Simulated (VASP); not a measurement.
# NaH (Fm-3m) in VASP: notebook

NaH is run at these levels: PBE, LDA; tasks: single point.

Everything below comes from runs of VASP 6.6.1. Logs are shortened: lines on timing, memory, paths and dates and some standing lists are left out, and cuts for length are marked.

## (1) The cell of the first run

The structure is cubic, space group Fm-3m (No. 225). Conventional cell: a = 4.847 Å, b = 4.847 Å, c = 4.847 Å, α = 90.00°, β = 90.00°, γ = 90.00°. Within 3.2 Å of Na (site symmetry m-3m) lie 6 H at 2.42 Å. H (site symmetry m-3m) has 6 Na at 2.42 Å within 3.2 Å.

## (2) Single point, PBE

INCAR reads:

```
  PREC = Accurate
  ENCUT = 520
  EDIFF = 1E-6
  ISMEAR = -1
  SIGMA = 0.05
  LREAL = F
  LASPH = T
  NELM = 60
  ALGO = Normal
  ISIF = 2
  LWAVE = F
  LCHARG = F
  GGA = PE
  NBANDS = 11
```

KPOINTS reads:

```
Automatic mesh
0
Gamma
  9 9 9
```

POSCAR reads:

```
NaH
1.0
    0.0000000000      2.4236236676      2.4236236676
    2.4236236676      0.0000000000      2.4236236676
    2.4236236676      2.4236236676      0.0000000000
Na H
1 1
Direct
    0.0000000000      0.0000000000      0.0000000000
    0.5000000000      0.5000000000      0.5000000000
```

Potentials or basis: VASP PAW PBE potentials, release 64 (Na_pv, H).

The run is started by

```sh
cat potpaw_PBE.64/Na_pv/POTCAR potpaw_PBE.64/H/POTCAR > POTCAR
mpirun -np 1 vasp_std > vasp.out
```

OUTCAR:

```text
PREC = Accurate
   ENCUT = 520
   EDIFF = 1E-6
   ISMEAR = -1
   LREAL = F
   LASPH = T
   NELM = 60
   ISIF = 2
   GGA = PE

 ion  position               nearest neighbor table
   1  0.000  0.000  0.000-
   2  0.500  0.500  0.500-

  LATTYP: Found a face centered cubic cell.
 ALAT       =     4.8472473352

  Lattice vectors:

 A1 = (   0.0000000000,   2.4236236676,   2.4236236676)
 A2 = (   2.4236236676,   0.0000000000,   2.4236236676)
 A3 = (   2.4236236676,   2.4236236676,   0.0000000000)

Analysis of symmetry for initial positions (statically):
=====================================================================
 Subroutine PRICEL returns:
 Original cell was already a primitive cell.

 Routine SETGRP: Setting up the symmetry group for a
 face centered cubic supercell.

 Subroutine GETGRP returns: Found 48 space group operations
 (whereof 48 operations were pure point group operations)
 out of a pool of 48 trial point group operations.

The static configuration has the point symmetry O_h .

Analysis of symmetry for dynamics (positions and initial velocities):
=====================================================================
 Subroutine PRICEL returns:
 Original cell was already a primitive cell.

 Routine SETGRP: Setting up the symmetry group for a
 face centered cubic supercell.

 Subroutine GETGRP returns: Found 48 space group operations
 (whereof 48 operations were pure point group operations)
 out of a pool of 48 trial point group operations.

The dynamic configuration has the point symmetry O_h .

 Subroutine INISYM returns: Found 48 space group operations
 (whereof 48 operations are pure point group operations),
 and found     1 'primitive' translations

----------------------------------------------------------------------------------------

                                     Primitive cell

  volume of cell :      28.4725

  direct lattice vectors                    reciprocal lattice vectors
     0.000000000  2.423623668  2.423623668    -0.206302656  0.206302656  0.206302656
     2.423623668  0.000000000  2.423623668     0.206302656 -0.206302656  0.206302656
     2.423623668  2.423623668  0.000000000     0.206302656  0.206302656 -0.206302656

  length of vectors
     3.427521461  3.427521461  3.427521461     0.357326682  0.357326682  0.357326682

  position of ions in fractional coordinates (direct lattice)
     0.000000000  0.000000000  0.000000000
     0.500000000  0.500000000  0.500000000
[... 83 lines left out ...]
   ISIF   =      2    stress and relaxation
   ISYM   =      2    0-nonsym 1-usesym 2-fastsym
   POTIM  = 0.5000    time-step for ionic-motion
   TEBEG  =    0.0;   TEEND  =   0.0 temperature during run
   PSTRESS=    0.0 pullay stress
   NELECT =       8.0000    total number of electrons
   NUPDOWN=      -1.0000    fix difference up-down
   EMIN   =  10.00;   EMAX   =-10.00  energy-range for DOS
   EFERMI =   0.00;   METHOD = LEGACY
   ISMEAR =    -1;   SIGMA  =   0.05  broadening in eV -4-tet -1-fermi 0-gaus
   EFERMI_NEDOS =   21; number of points for ismear=-14 and -15
   IALGO  =     38    algorithm
   IMIX   =      4    mixing-type and parameters
     AMIX     =   0.40;   BMIX     =  1.00
     AMIX_MAG =   1.60;   BMIX_MAG =  1.00
  volume/ion in A,a.u.               =      14.24        96.07
  Fermi-wavevector in a.u.,A,eV,Ry     =   1.072251  2.026260 15.642909  1.149721
  Thomas-Fermi vector in A             =   2.208015
   LORBIT       =      0    0 simple, 1 ext, 2 COOP (PROOUT), +10 PAW based schemes
   GGA     = PE    functional components
   LHFCALC =     F    Hartree Fock is set to
   AEXX    =    0.0000 exact exchange contribution
   IVDW    =     0    specifies the selected vdW correction
   LEPSILON=     F    determine dielectric tensor
   LRPA    =     F    only Hartree local field effects (RPA)
 non-spin polarized calculation
  energy-cutoff  :      520.00
  volume of cell :       28.47
 maximum number of plane-waves:       779
 NGX is ok and might be reduce to    28
   NGX = 13   NGY = 13   NGZ = 13

 number of electron       8.0000002 magnetization

 Free energy of the ion-electron system (eV)
  ---------------------------------------------------
  ext. energy  EPLUGINS =         0.00000000
  ---------------------------------------------------
  free energy    TOTEN  =        -5.08750751 eV

  energy without entropy =       -5.08750751  energy(sigma->0) =       -5.08750751

 E-fermi :  -0.0792     XC(G=0):  -7.7394

 val. band max:       -1.2064189861   @ k =  -0.3333   0.4444   0.1111
 cond. band min:       2.8408449691   @ k =  -0.4444   0.1111   0.0000
 fundamental gap:      4.0472639551
 Fermi energy:        -0.0791708803

 k-point     1 :       0.0000    0.0000    0.0000
  band No.  band energies     occupation
      1     -23.2609      2.00000
      2     -23.2609      2.00000
      3     -23.2609      2.00000
      4      -4.7344      2.00000
      5       9.1958      0.00000
      6      14.3920      0.00000
      7      14.3920      0.00000
      8      14.3920      0.00000
      9      15.2277      0.00000
     10      15.2277      0.00000
     11      15.2277      0.00000
[... 309 lines left out ...]
 k-point    24 :       0.4444    0.4444    0.0000
  band No.  band energies     occupation
      1     -23.3397      2.00000
      2     -23.2909      2.00000
      3     -23.2909      2.00000
      4      -1.4974      2.00000
      5       3.6893      0.00000
      6       8.9350      0.00000
      7       9.5365      0.00000
      8       9.5365      0.00000
      9      10.6898      0.00000
     10      22.0291      0.00000
     11      23.8805      0.00000

 [... further k-points ...]

------------------------ aborting loop because EDIFF is reached ----------------------------------------

  FORCE on cell =-STRESS in cart. coord.  units (eV):
  Direction    XX          YY          ZZ          XY          YZ          ZX
  --------------------------------------------------------------------------------------
  -------------------------------------------------------------------------------------
  Total       -0.0434421     -0.0434421     -0.0434421     -0.0000000     -0.0000000      0.0000000
  in kB       -2.4445352     -2.4445352     -2.4445352     -0.0000000     -0.0000000      0.0000000
  external PRESSURE =      -2.4445352 kB  Pullay stress =       0.0000000 kB

 VOLUME and BASIS-vectors are now :
 -----------------------------------------------------------------------------
  energy-cutoff  :      520.00
  volume of cell :       28.47
      direct lattice vectors                 reciprocal lattice vectors
     0.000000000  2.423623668  2.423623668    -0.206302656  0.206302656  0.206302656
     2.423623668  0.000000000  2.423623668     0.206302656 -0.206302656  0.206302656
     2.423623668  2.423623668  0.000000000     0.206302656  0.206302656 -0.206302656

 POSITION                                       TOTAL-FORCE (eV/Angst)
 -----------------------------------------------------------------------------------
      0.00000      0.00000      0.00000        -0.000000     -0.000000     -0.000000
      2.42362      2.42362      2.42362         0.000000      0.000000      0.000000
 -----------------------------------------------------------------------------------
    total drift:                               -0.000000     -0.000000     -0.000000

  FREE ENERGIE OF THE ION-ELECTRON SYSTEM (eV)
  ---------------------------------------------------
  free  energy   TOTEN  =        -5.0875075060 eV

  energy  without entropy=       -5.0875075060  energy(sigma->0) =       -5.08750751
```

stdout:

```text
POSCAR found type information on POSCAR NaH
 POSCAR found :  2 types and       2 ions
 scaLAPACK will be used
 LDA part: xc-table for (Slater+PW92), standard interpolation
 POSCAR, INCAR and KPOINTS ok, starting setup
 FFT: planning ... GRIDC
 FFT: planning ... GRID_SOFT
 FFT: planning ... GRID
 WAVECAR not read
 entering main loop
```

Wall time 11 s (1 thread of Intel Xeon Platinum 8259CL at 2.50GHz (Skylake/Cascade Lake), shared host); peak memory 0.15 GiB.

What came out:

| Quantity | Value |
| --- | --- |
| Free energy | -5.0875 eV |
| Pressure | -0.2 GPa |
| Band gap on the k mesh | 4.05 eV, indirect (least direct gap 4.75 eV) |

A k mesh can miss the band edges. Expect the measured gap to be larger: semilocal functionals such as PBE lack the derivative discontinuity.

## (3) Single point, PBE

This run uses another cell than the first one, of 14.53 Å³/atom, 1.020 times its volume.

INCAR reads:

```
SYSTEM = NaH
PREC = Accurate ; ENCUT = 520
EDIFF = 1E-6 ; ISMEAR = -1
SIGMA = 0.05 ; LREAL = .False.
LASPH = .True. ; NELM = 80
ALGO = Normal ; ISIF = 2
LWAVE = .False. ; LCHARG = .True.
GGA = PE ; LELF = .True.
LVHAR = .True. ; NBANDS = 11
```

KPOINTS reads:

```
Automatic mesh
0
Gamma
  9 9 9
  0 0 0
```

POSCAR reads:

```
NaH
1.0
    0.0000000000      2.4400000000      2.4400000000
    2.4400000000      0.0000000000      2.4400000000
    2.4400000000      2.4400000000      0.0000000000
Na H
1 1
Direct
    0.0000000000      0.0000000000      0.0000000000
    0.5000000000      0.5000000000      0.5000000000
```

Potentials or basis: VASP PAW PBE potentials, release 64 (Na_pv, H).

The run is started by

```sh
cat potpaw_PBE.64/Na_pv/POTCAR potpaw_PBE.64/H/POTCAR > POTCAR
mpirun -np 1 vasp_std > vasp.out
```

It took 12 s on 1 thread of Intel Xeon Platinum 8259CL at 2.50GHz (Skylake/Cascade Lake), shared host; peak memory 0.15 GiB.

Results (log left out):

```yaml
Free_energy: -5.0860 eV
Pressure: -0.7 GPa
Band_gap_on_the_k_mesh: 4.01 eV, indirect (least direct gap 4.70 eV)
```

Levels at points of the mesh, in eV from the valence-band top:
```csv
k point,band 1,band 2,band 3,band 4,band 5,band 6,band 7,band 8,band 9
"(0.00, 0.00, 0.00)",-22.09,-22.09,-22.09,-3.47,10.23,15.45,15.45,15.45,16.24
```

## (4) Single point, PBE

This run uses another cell than the first one, of 15.40 Å³/atom, 1.082 times its volume.

INCAR reads:

```
  PREC = Accurate
  ENCUT = 520
  EDIFF = 1E-7
  ISMEAR = -1
  SIGMA = 0.05
  LREAL = False
  LASPH = True
  NELM = 100
  ALGO = Normal
  ISIF = 2
  LWAVE = False
  LCHARG = False
  GGA = PE
  NBANDS = 11
```

KPOINTS reads:

```
regular mesh
0
Gamma
  9 9 9
```

POSCAR reads:

```
NaH
1.0
    0.0000000000      2.4878552867      2.4878552867
    2.4878552867      0.0000000000      2.4878552867
    2.4878552867      2.4878552867      0.0000000000
Na H
1 1
Direct
    0.0000000000      0.0000000000      0.0000000000
    0.5000000000      0.5000000000      0.5000000000
```

The run is started by

```sh
cat potpaw_PBE.64/Na_pv/POTCAR potpaw_PBE.64/H/POTCAR > POTCAR
mpirun -np 1 vasp_std > vasp.out
```

Run time: 12 s. Hardware: 1 thread of Intel Xeon Platinum 8259CL at 2.50GHz (Skylake/Cascade Lake), shared host; peak memory 0.15 GiB.

Results (log left out):

```yaml
Free_energy: -5.0731 eV
Pressure: -1.8 GPa
Band_gap_on_the_k_mesh: 3.90 eV, indirect (least direct gap 4.57 eV)
```

Levels at points of the mesh, in eV from the valence-band top:
```tsv
k point	band 1	band 2	band 3	band 4	band 5	band 6	band 7	band 8	band 9
(0.00, 0.00, 0.00)	-22.20	-22.20	-22.20	-3.32	9.73	15.02	15.02	15.02	15.68
```

A k mesh can miss the band edges. Expect the measured gap to be larger: semilocal functionals such as PBE lack the derivative discontinuity.

## (5) Single point, LDA (volume scaled by 0.94)

INCAR reads:

```
PREC = Accurate
ENCUT = 520
EDIFF = 1E-6
ISMEAR = -1
SIGMA = 0.05
LREAL = False
LASPH = True
NELM = 60
ALGO = Normal
ISIF = 2
LWAVE = False
LCHARG = False
GGA = CA
NBANDS = 11
```

KPOINTS reads:

```
Automatic mesh
0
Gamma
  9 9 9
```

POSCAR reads:

```
NaH
1.0
    0.0000000000      2.3901901053      2.3901901053
    2.3901901053      0.0000000000      2.3901901053
    2.3901901053      2.3901901053      0.0000000000
Na H
1 1
Direct
    0.0000000000      0.0000000000      0.0000000000
    0.5000000000      0.5000000000      0.5000000000
```

Potentials or basis: VASP PAW LDA potentials, release 64 (Na_pv, H).

The run is started by

```sh
cat potpaw_LDA.64/Na_pv/POTCAR potpaw_LDA.64/H/POTCAR > POTCAR
mpirun -np 1 vasp_std > vasp.out
```

Run time: 7.7 s. Hardware: 1 thread of Intel Xeon Platinum 8259CL at 2.50GHz (Skylake/Cascade Lake), shared host; peak memory 0.13 GiB.

It converged, with:

```yaml
Free_energy: -5.4017 eV
Pressure: -1.5 GPa
Band_gap_on_the_k_mesh: 3.78 eV, indirect (least direct gap 4.54 eV)
```

Levels at points of the mesh, in eV from the valence-band top:
```tsv
k point	band 1	band 2	band 3	band 4	band 5	band 6	band 7	band 8	band 9
(0.00, 0.00, 0.00)	-22.05	-22.05	-22.05	-3.81	10.75	15.50	15.50	15.50	16.57
```

Caveat: the cell differs from its parent crystal (volume scaled by 0.94).

## (6) Single point, LDA (volume scaled by 0.96)

INCAR reads:

```
SYSTEM = NaH
PREC = Accurate
ENCUT = 520
EDIFF = 1E-7
ISMEAR = -1
SIGMA = 0.05
LREAL = .False.
LASPH = .True.
NELM = 60
ALGO = Normal
ISIF = 2
LWAVE = .False.
LCHARG = .False.
GGA = CA
NBANDS = 11
```

KPOINTS reads:

```
regular mesh
0
Gamma
  9 9 9
  0 0 0
```

POSCAR reads:

```
NaH
1.0
    0.0000000000      2.4070229845      2.4070229845
    2.4070229845      0.0000000000      2.4070229845
    2.4070229845      2.4070229845      0.0000000000
Na H
1 1
Direct
    0.0000000000      0.0000000000      0.0000000000
    0.5000000000      0.5000000000      0.5000000000
```

Potentials or basis: VASP PAW LDA potentials, release 64 (Na_pv, H).

The run is started by

```sh
cat potpaw_LDA.64/Na_pv/POTCAR potpaw_LDA.64/H/POTCAR > POTCAR
mpirun -np 1 vasp_std > vasp.out
```

OUTCAR:

```text
SYSTEM = NaH
   PREC = Accurate
   ENCUT = 520
   EDIFF = 1E-7
   ISMEAR = -1
   LREAL = .False.
   LASPH = .True.
   NELM = 60
   ISIF = 2
   GGA = CA

 ion  position               nearest neighbor table
   1  0.000  0.000  0.000-
   2  0.500  0.500  0.500-

  LATTYP: Found a face centered cubic cell.
 ALAT       =     4.8140459690

  Lattice vectors:

 A1 = (   0.0000000000,   2.4070229845,   2.4070229845)
 A2 = (   2.4070229845,   0.0000000000,   2.4070229845)
 A3 = (   2.4070229845,   2.4070229845,   0.0000000000)

Analysis of symmetry for initial positions (statically):
=====================================================================
 Subroutine PRICEL returns:
 Original cell was already a primitive cell.

 Routine SETGRP: Setting up the symmetry group for a
 face centered cubic supercell.

 Subroutine GETGRP returns: Found 48 space group operations
 (whereof 48 operations were pure point group operations)
 out of a pool of 48 trial point group operations.

The static configuration has the point symmetry O_h .
[... 169 lines left out ...]
  band No.  band energies     occupation
      1     -23.3339      2.00000
      2     -23.3339      2.00000
      3     -23.3339      2.00000
      4      -5.0015      2.00000
      5       9.3078      0.00000
      6      14.0912      0.00000
      7      14.0912      0.00000
      8      14.0912      0.00000
      9      15.1072      0.00000
     10      15.1072      0.00000
     11      15.1072      0.00000
[... 309 lines left out ...]
 k-point    24 :       0.4444    0.4444    0.0000
  band No.  band energies     occupation
      1     -23.4224      2.00000
      2     -23.3674      2.00000
      3     -23.3674      2.00000
      4      -1.5759      2.00000
      5       3.3790      0.00000
      6       8.6091      0.00000
      7       9.2762      0.00000
      8       9.2762      0.00000
      9      10.5080      0.00000
     10      22.0357      0.00000
     11      23.6399      0.00000

 [... further k-points ...]

------------------------ aborting loop because EDIFF is reached ----------------------------------------

  FORCE on cell =-STRESS in cart. coord.  units (eV):
  Direction    XX          YY          ZZ          XY          YZ          ZX
  --------------------------------------------------------------------------------------
  -------------------------------------------------------------------------------------
  Total       -0.3311412     -0.3311412     -0.3311412     -0.0000000      0.0000000      0.0000000
  in kB      -19.0218669    -19.0218669    -19.0218669     -0.0000000      0.0000000      0.0000000
  external PRESSURE =     -19.0218669 kB  Pullay stress =       0.0000000 kB

 VOLUME and BASIS-vectors are now :
 -----------------------------------------------------------------------------
  energy-cutoff  :      520.00
  volume of cell :       27.89
      direct lattice vectors                 reciprocal lattice vectors
     0.000000000  2.407022985  2.407022985    -0.207725478  0.207725478  0.207725478
     2.407022985  0.000000000  2.407022985     0.207725478 -0.207725478  0.207725478
     2.407022985  2.407022985  0.000000000     0.207725478  0.207725478 -0.207725478

 POSITION                                       TOTAL-FORCE (eV/Angst)
 -----------------------------------------------------------------------------------
      0.00000      0.00000      0.00000         0.000000      0.000000      0.000000
      2.40702      2.40702      2.40702        -0.000000      0.000000     -0.000000
 -----------------------------------------------------------------------------------
    total drift:                               -0.000000     -0.000000      0.000000

  FREE ENERGIE OF THE ION-ELECTRON SYSTEM (eV)
  ---------------------------------------------------
  free  energy   TOTEN  =        -5.3957924231 eV

  energy  without entropy=       -5.3957924231  energy(sigma->0) =       -5.39579242
```

OSZICAR:

```text
N       E                     dE             d eps       ncg     rms          rms(c)
DAV:   1     0.362147642090E+02    0.36215E+02   -0.45086E+03   773   0.760E+02
DAV:   2    -0.463666718186E+01   -0.40851E+02   -0.40424E+02   804   0.193E+02
DAV:   3    -0.580211057259E+01   -0.11654E+01   -0.11641E+01   932   0.309E+01
DAV:   4    -0.581012874184E+01   -0.80182E-02   -0.80170E-02   911   0.258E+00
DAV:   5    -0.581020100817E+01   -0.72266E-04   -0.72266E-04   901   0.244E-01    0.301E+00
DAV:   6    -0.548618015042E+01    0.32402E+00   -0.32417E-01   888   0.293E+00    0.138E+00
DAV:   7    -0.539495491858E+01    0.91225E-01   -0.30027E-01   880   0.201E+00    0.314E-01
DAV:   8    -0.539601497028E+01   -0.10601E-02   -0.67146E-03   878   0.943E-01    0.656E-02
DAV:   9    -0.539581155913E+01    0.20341E-03   -0.11319E-03  1060   0.349E-01    0.226E-02
DAV:  10    -0.539579189429E+01    0.19665E-04   -0.72318E-05   851   0.462E-02    0.301E-03
DAV:  11    -0.539579242387E+01   -0.52958E-06   -0.19238E-06   905   0.847E-03    0.187E-03
DAV:  12    -0.539579242313E+01    0.73965E-09   -0.80840E-08   863   0.162E-03
   1 F= -.53957924E+01 E0= -.53957924E+01  d E =-.759048E-11
```

stdout:

```text
POSCAR found type information on POSCAR NaH
 POSCAR found :  2 types and       2 ions
 scaLAPACK will be used
 LDA part: xc-table for (Slater(with rela. corr.)+CA(PZ))
 , standard interpolation
 POSCAR, INCAR and KPOINTS ok, starting setup
 FFT: planning ... GRIDC
 FFT: planning ... GRID_SOFT
 FFT: planning ... GRID
 WAVECAR not read
 entering main loop
```

Run time: 8.2 s. Hardware: 1 thread of Intel Xeon Platinum 8259CL at 2.50GHz (Skylake/Cascade Lake), shared host; peak memory 0.13 GiB.

What came out:

```yaml
Free_energy: -5.3958 eV
Pressure: -1.9 GPa
Band_gap_on_the_k_mesh: 3.74 eV, indirect (least direct gap 4.50 eV)
```

Caveat: the cell differs from its parent crystal (volume scaled by 0.96). A k mesh can miss the band edges.

## (7) The runs side by side

| level | potentials or basis | cell | gap on the mesh (eV) | pressure (GPa) |
| --- | --- | --- | --- | --- |
| PBE | VASP PAW PBE potentials, release 64 (Na_pv, H) | a = 3.428 Å, angles 60.0°, 2 atoms | 4.05 | -0.2 |
| PBE | VASP PAW PBE potentials, release 64 (Na_pv, H) | a = 3.451 Å, angles 60.0°, 2 atoms | 4.01 | -0.7 |
| PBE | VASP PAW PBE potentials, release 64 (Na_pv, H) | a = 3.518 Å, angles 60.0°, 2 atoms | 3.90 | -1.8 |
| LDA | VASP PAW LDA potentials, release 64 (Na_pv, H) | a = 3.380 Å, angles 60.0°, 2 atoms | 3.78 | -1.5 |
| LDA | VASP PAW LDA potentials, release 64 (Na_pv, H) | a = 3.404 Å, angles 60.0°, 2 atoms | 3.74 | -1.9 |

Alike in all rows: task single point; no spin polarisation; k mesh 9 × 9 × 9; cutoff (eV) 520; smearing fermi-dirac 0.05 eV.

Absolute energies hang on the potentials; compare differences alone.
